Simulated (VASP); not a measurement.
# Ti2C (R-3m) in VASP: relaxation of shape and atoms at fixed volume with LDA

Aim: the relaxation of shape and atoms at fixed volume of Ti2C with LDA.

Program: VASP 6.6.1. These are calculated values, not measurements. Logs are shortened: lines on timing, memory, paths and dates and some standing lists are left out, and cuts for length are marked.

**1. The cell of the first run**

Symmetry: R-3m, No. 166, trigonal system. Conventional cell: a = 2.361 Å, b = 2.361 Å, c = 11.067 Å, α = 90.00°, β = 90.00°, γ = 120.00°. Ti (site symmetry 3m) has 3 C at 1.62 Å and 12 Ti at 2.21 to 2.37 Å within 2.4 Å. Within 2.2 Å of C (site symmetry -3m) lie 6 Ti at 1.62 Å.

**2. Relaxation of shape and atoms at fixed volume, LDA**

Input file INCAR:

```
ALGO     = Normal         # electronic algorithm
EDIFF    = 1E-7           # SCF threshold, eV
EDIFFG   = -0.01          # ionic threshold
ENCUT    = 600            # plane-wave cutoff, eV
IBRION   = 2              # ionic algorithm
ISIF     = 4              # what is computed and relaxed
ISMEAR   = -1             # smearing method
LASPH    = True           # aspherical terms in the spheres
LCHARG   = False          # write CHGCAR
LREAL    = False          # projectors in reciprocal space
LWAVE    = False          # write WAVECAR
NELM     = 60             # most SCF steps
NSW      = 50             # ionic steps
PREC     = Accurate       # precision mode
SIGMA    = 0.05           # smearing width, eV
```

Input file KPOINTS:

```
k-points
0
Gamma
  14 14 14
```

Input file POSCAR:

```
Ti2C
1.0
    1.1806515486      0.6816494894      3.6888372434
   -1.1806515486      0.6816494894      3.6888372434
    0.0000000000     -1.3632989788      3.6888372434
Ti C
2 1
Direct
    0.2454978300      0.2454978300      0.2454978300
    0.7545021700      0.7545021700      0.7545021700
    0.5000000000      0.5000000000      0.5000000000
```

Potentials or basis: VASP PAW LDA potentials, release 64 (Ti_sv, C).

Command:

```console
> cat potpaw_LDA.64/Ti_sv/POTCAR potpaw_LDA.64/C/POTCAR > POTCAR
> mpirun -np 1 vasp_std > vasp.out
```

OUTCAR:

```text
EDIFF = 1E-7
   EDIFFG = -0.01
   ENCUT = 600
   IBRION = 2
   ISIF = 4
   ISMEAR = -1
   LASPH = True
   LREAL = False
   NELM = 60
   NSW = 50
   PREC = Accurate

 ion  position               nearest neighbor table
   1  0.245  0.245  0.245-   3 1.62   3 1.62   3 1.62   2 2.21   2 2.21   2 2.21   2 2.37   2 2.37
                             2 2.37
   2  0.755  0.755  0.755-   3 1.62   3 1.62   3 1.62   1 2.21   1 2.21   1 2.21   1 2.37   1 2.37
                             1 2.37
   3  0.500  0.500  0.500-   1 1.62   2 1.62   1 1.62   1 1.62   2 1.62   2 1.62

  LATTYP: Found a trigonal (rhomboedric) cell.
 ALAT       =     3.9326968246
 COS(alpha) =     0.8197428323

  Lattice vectors:

 A1 = (   1.1806515486,   0.6816494894,   3.6888372434)
 A2 = (  -1.1806515486,   0.6816494894,   3.6888372434)
 A3 = (   0.0000000000,  -1.3632989788,   3.6888372434)

Analysis of symmetry for initial positions (statically):
=====================================================================
 Subroutine PRICEL returns:
 Original cell was already a primitive cell.

 Routine SETGRP: Setting up the symmetry group for a
 trigonal (rhombohedral) supercell.

 Subroutine GETGRP returns: Found 12 space group operations
 (whereof 12 operations were pure point group operations)
 out of a pool of 12 trial point group operations.

The static configuration has the point symmetry D_3d.

Analysis of symmetry for dynamics (positions and initial velocities):
=====================================================================
 Subroutine PRICEL returns:
 Original cell was already a primitive cell.

 Routine SETGRP: Setting up the symmetry group for a
 trigonal (rhombohedral) supercell.

 Subroutine GETGRP returns: Found 12 space group operations
 (whereof 12 operations were pure point group operations)
 out of a pool of 12 trial point group operations.

The dynamic configuration has the point symmetry D_3d.

 Subroutine INISYM returns: Found 12 space group operations
 (whereof 12 operations are pure point group operations),
 and found     1 'primitive' translations

----------------------------------------------------------------------------------------

                                     Primitive cell

  volume of cell :      17.8124

  direct lattice vectors                    reciprocal lattice vectors
     1.180651549  0.681649489  3.688837243     0.423494977  0.244504939  0.090362711
    -1.180651549  0.681649489  3.688837243    -0.423494977  0.244504939  0.090362711
     0.000000000 -1.363298979  3.688837243     0.000000000 -0.489009878  0.090362711

  length of vectors
     3.932696825  3.932696825  3.932696825     0.497288729  0.497288729  0.497288729

  position of ions in fractional coordinates (direct lattice)
     0.245497830  0.245497830  0.245497830
     0.754502170  0.754502170  0.754502170
     0.500000000  0.500000000  0.500000000

  ion indices of the primitive-cell ions
   primitive index   ion index
                 1           1
                 2           2
                 3           3

----------------------------------------------------------------------------------------

 KPOINTS: k-points

Automatic generation of k-mesh.
 Grid dimensions read from file:
 generate k-points for:   14   14   14

 Generating k-lattice:

  Cartesian coordinates                     Fractional coordinates (reciprocal lattice)
     0.030249641  0.017464638  0.006454479     0.071428571  0.000000000  0.000000000
    -0.030249641  0.017464638  0.006454479     0.000000000  0.071428571  0.000000000
     0.000000000 -0.034929277  0.006454479     0.000000000  0.000000000  0.071428571

  Length of vectors
     0.035520623  0.035520623  0.035520623

  Shift w.r.t. Gamma in fractional coordinates (k-lattice)
     0.000000000  0.000000000  0.000000000

 Subroutine IBZKPT returns following result:
 ===========================================

 Found    288 irreducible k-points:

 Following reciprocal coordinates:
            Coordinates               Weight
  0.000000  0.000000  0.000000      1.000000
  0.071429 -0.000000  0.000000      6.000000
  0.142857 -0.000000  0.000000      6.000000
  0.214286 -0.000000  0.000000      6.000000
  0.285714 -0.000000  0.000000      6.000000
  0.357143 -0.000000  0.000000      6.000000
[... 16 lines left out ...]
  0.214286  0.142857  0.000000     12.000000
  0.285714  0.142857  0.000000     12.000000
 [... further k-points ...]
   k-points           NKPTS =    288   k-points in BZ     NKDIM =    288   number of bands    NBANDS=     18
   number of dos      NEDOS =    301   number of ions     NIONS =      3
   total plane-waves  NPLWV =  32768
   dimension x,y,z NGX =    32 NGY =   32 NGZ =   32
   dimension x,y,z NGXF=    64 NGYF=   64 NGZF=   64
   ions per type =               2   1
   NGX,Y,Z   is equivalent  to a cutoff of  13.53, 13.53, 13.53 a.u.
   NGXF,Y,Z  is equivalent  to a cutoff of  27.05, 27.05, 27.05 a.u.
 SYSTEM =  unknown system
   PREC   = accura    normal or accurate (medium, high low for compatibility)
   ISTART =      0    job   : 0-new  1-cont  2-samecut
   ICHARG =      2    charge: 1-file 2-atom 10-const
   ISPIN  =      1    spin polarized calculation?
   LNONCOLLINEAR =      F non collinear calculations
   LSORBIT =      F    spin-orbit coupling
   LASPH  =      T    aspherical Exc in radial PAW
   ENCUT  =  600.0 eV  44.10 Ry    6.64 a.u.   7.85  7.85  7.85*2*pi/ulx,y,z
   NELM   =     60;   NELMIN=  2; NELMDL= -5     # of ELM steps
   EDIFF  = 0.1E-06   stopping-criterion for ELM
   LREAL  =      F    real-space projection
   EDIFFG = -.1E-01   stopping-criterion for IOM
   NSW    =     50    number of steps for IOM
   IBRION =      2    ionic relax: 0-MD 1-quasi-New 2-CG
   NFREE  =      1    steps in history (QN), initial steepest desc. (CG)
   ISIF   =      4    stress and relaxation
   ISYM   =      2    0-nonsym 1-usesym 2-fastsym
   POTIM  = 0.5000    time-step for ionic-motion
   TEBEG  =    0.0;   TEEND  =   0.0 temperature during run
   PSTRESS=    0.0 pullay stress
   NELECT =      28.0000    total number of electrons
   NUPDOWN=      -1.0000    fix difference up-down
   EMIN   =  10.00;   EMAX   =-10.00  energy-range for DOS
   EFERMI =   0.00;   METHOD = LEGACY
   ISMEAR =    -1;   SIGMA  =   0.05  broadening in eV -4-tet -1-fermi 0-gaus
   EFERMI_NEDOS =   21; number of points for ismear=-14 and -15
   IALGO  =     38    algorithm
   IMIX   =      4    mixing-type and parameters
     AMIX     =   0.40;   BMIX     =  1.00
     AMIX_MAG =   1.60;   BMIX_MAG =  1.00
  volume/ion in A,a.u.               =       5.94        40.07
  Fermi-wavevector in a.u.,A,eV,Ry     =   1.903500  3.597094 49.298177  3.623314
  Thomas-Fermi vector in A             =   2.941917
   LORBIT       =      0    0 simple, 1 ext, 2 COOP (PROOUT), +10 PAW based schemes
   GGA     = CA    functional components
   LHFCALC =     F    Hartree Fock is set to
   AEXX    =    0.0000 exact exchange contribution
   IVDW    =     0    specifies the selected vdW correction
   LEPSILON=     F    determine dielectric tensor
   LRPA    =     F    only Hartree local field effects (RPA)
 conjugate gradient relaxation of ions
 non-spin polarized calculation
  energy-cutoff  :      600.00
  volume of cell :       17.81
 maximum number of plane-waves:       606
   NGX = 15   NGY = 15   NGZ = 15

--------------------------------------- Ionic step        1  -------------------------------------------

 number of electron      28.0000001 magnetization

 Free energy of the ion-electron system (eV)
  ---------------------------------------------------
  ext. energy  EPLUGINS =         0.00000000
  ---------------------------------------------------
  free energy    TOTEN  =        -8.97283262 eV

  energy without entropy =       -8.96245424  energy(sigma->0) =       -8.96764343

------------------------ aborting loop because EDIFF is reached ----------------------------------------

  FORCE on cell =-STRESS in cart. coord.  units (eV):
  Direction    XX          YY          ZZ          XY          YZ          ZX
  --------------------------------------------------------------------------------------
  -------------------------------------------------------------------------------------
  Total       62.9797849     62.9797849     58.3098165      0.0000000      0.0000000      0.0000000
  in kB     5664.8466254   5664.8466253   5244.7966939      0.0000000      0.0000000      0.0000000
  external PRESSURE =    5524.8299815 kB  Pullay stress =       0.0000000 kB
[... 92 lines left out ...]
  FREE ENERGIE OF THE ION-ELECTRON SYSTEM (eV)
  ---------------------------------------------------
  free  energy   TOTEN  =        13.9847507309 eV

  energy  without entropy=       13.9940389521  energy(sigma->0) =       13.98939484

[... ionic steps 4 to 18 ...]

--------------------------------------- Ionic step       19  -------------------------------------------

 number of electron      28.0000000 magnetization

------------------------ aborting loop because EDIFF is reached ----------------------------------------

  FORCE on cell =-STRESS in cart. coord.  units (eV):
  Direction    XX          YY          ZZ          XY          YZ          ZX
  --------------------------------------------------------------------------------------
  -------------------------------------------------------------------------------------
  Total       44.0965098     44.0965097     44.3107267      0.0000000      0.0000000      0.0000000
  in kB     3966.3515060   3966.3515028   3985.6196899      0.0000000      0.0000000      0.0000000
  external PRESSURE =    3972.7742329 kB  Pullay stress =       0.0000000 kB
[... 59 lines left out ...]
  energy  without entropy=      -15.4164388675  energy(sigma->0) =      -15.42207621

--------------------------------------- Ionic step       21  -------------------------------------------

 number of electron      28.0000000 magnetization

 Free energy of the ion-electron system (eV)
  ---------------------------------------------------
  ext. energy  EPLUGINS =         0.00000000
  ---------------------------------------------------
  free energy    TOTEN  =       -15.42778148 eV

  energy without entropy =      -15.41650833  energy(sigma->0) =      -15.42214491

 E-fermi :  21.0682     XC(G=0): -16.6991

 val. band max:       21.0673270458   @ k =  -0.2143   0.1429   0.1429
 cond. band min:      21.0719258048   @ k =   0.5000   0.4286   0.4286
 fundamental gap:      0.0045987590
 Fermi energy:        21.0681794652

 k-point     1 :       0.0000    0.0000    0.0000
  band No.  band energies     occupation
      1     -37.0600      2.00000
      2     -32.7631      2.00000
      3     -13.9927      2.00000
      4     -13.9927      2.00000
      5     -12.0257      2.00000
      6     -10.1544      2.00000
[... 10 lines left out ...]
     17      21.2572      0.04461
     18      23.3946      0.00000
[... 466 lines left out ...]
      2     -33.3765      2.00000
      3     -14.6703      2.00000
      4     -13.4579      2.00000
      5     -12.4141      2.00000
      6     -10.7964      2.00000
[... 10 lines left out ...]
     17      24.9093      0.00000
     18      26.2791      0.00000

 [... further k-points ...]

------------------------ aborting loop because EDIFF is reached ----------------------------------------

  FORCE on cell =-STRESS in cart. coord.  units (eV):
  Direction    XX          YY          ZZ          XY          YZ          ZX
  --------------------------------------------------------------------------------------
  -------------------------------------------------------------------------------------
  Total       44.1923272     44.1923271     44.1845064      0.0000000     -0.0000000     -0.0000000
  in kB     3974.9700003   3974.9699954   3974.2665454      0.0000000     -0.0000000     -0.0000000
  external PRESSURE =    3974.7355137 kB  Pullay stress =       0.0000000 kB
[... 18 lines left out ...]
  FREE ENERGIE OF THE ION-ELECTRON SYSTEM (eV)
  ---------------------------------------------------
  free  energy   TOTEN  =       -15.4277814809 eV

  energy  without entropy=      -15.4165083338  energy(sigma->0) =      -15.42214491

 reached required accuracy - stopping structural energy minimisation
```

Wall time 19 min (1 thread of Intel Xeon 6975P-C (Granite Rapids), shared host); peak memory 0.24 GiB.

What came out:

* Free energy: -15.4278 eV
* Pressure after relaxing: 397.5 GPa
* Band gap on the k mesh: zero (bands 14 and 15 overlap by 2.79 eV)

Forces in eV/Å, atoms in the order of the input:
```
Ti   0.000  0.000  0.003
Ti   0.000  0.000 -0.003
C    0.000  0.000  0.000
```

Final structure:
```
CELL_PARAMETERS angstrom
1.67121 0.96488 1.84107
-1.67121 0.96488 1.84107
0.00000 -1.92975 1.84107
ATOMIC_POSITIONS crystal
Ti 0.18418 0.18418 0.18418
Ti 0.81582 0.81582 0.81582
C 0.50000 0.50000 0.50000
```

Caveat: a cell axis changed by over 15 % at a fixed basis, so the end point is rough.
